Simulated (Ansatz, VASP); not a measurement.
**TiAl3 in VASP and in Ansatz**

```
Ti Al
1.0
     3.81365    0.00000    0.00000
     0.00000    3.81365    0.00000
     0.00000    0.00000    3.81365
Ti Al
1 3
Direct
  0.00000 0.00000 0.00000
  0.50000 0.00000 0.50000
  0.00000 0.50000 0.50000
  0.50000 0.50000 0.00000
```

Alike in both runs: task single point; functional PBE; k mesh 12 × 12 × 12; occupations gaussian, width 0.1 eV; no spin polarisation.

|  | VASP | Ansatz |
| --- | --- | --- |
| version | VASP 6.6.1 | Ansatz 0.2.0 |
| potentials or method | VASP PAW PBE potentials, release 64 (Ti_sv, Al), cutoff 520 eV | scalar-relativistic, plane waves, PAW |
| valence electrons in the cell | 21 | 21 |

```tsv
	VASP	Ansatz	Ansatz less VASP
gap on the k mesh at the Fermi level (eV)	none	none	-
pressure (GPa)	17.6	17.6	-0.05
```

A gap of «none» marks a metal or a gap that the smearing closes. The functional is the same, so the differences come from potentials, cutoffs and numerics.
